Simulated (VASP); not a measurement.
Crystal: Ir.

```
Ir
1.0
     0.00000    1.91560    1.91560
     1.91560    0.00000    1.91560
     1.91560    1.91560    0.00000
Ir
1
Direct
  0.00000 0.00000 0.00000
```

Base run:

```yaml
Program: VASP 6.6.1
Functional: PBEsol
Potentials_or_basis: VASP PAW PBE potentials, release 64 (Ir)
Cutoff: 500 eV
k_mesh: 13 × 13 × 13
Occupations: fermi-dirac, width 0.05 eV
Spin: no spin polarisation
```

Its results: pressure 1.0 GPa.

Question: The run is repeated on the same cell with these changes: functional from PBEsol to revPBE. What comes out?

Answer: Pressure 15.4 GPa.

revPBE binds less tightly than PBEsol, so the same cell stands under more pressure.

Caveats: the PAW data sets were made with another functional, which shifts forces and pressure a little.
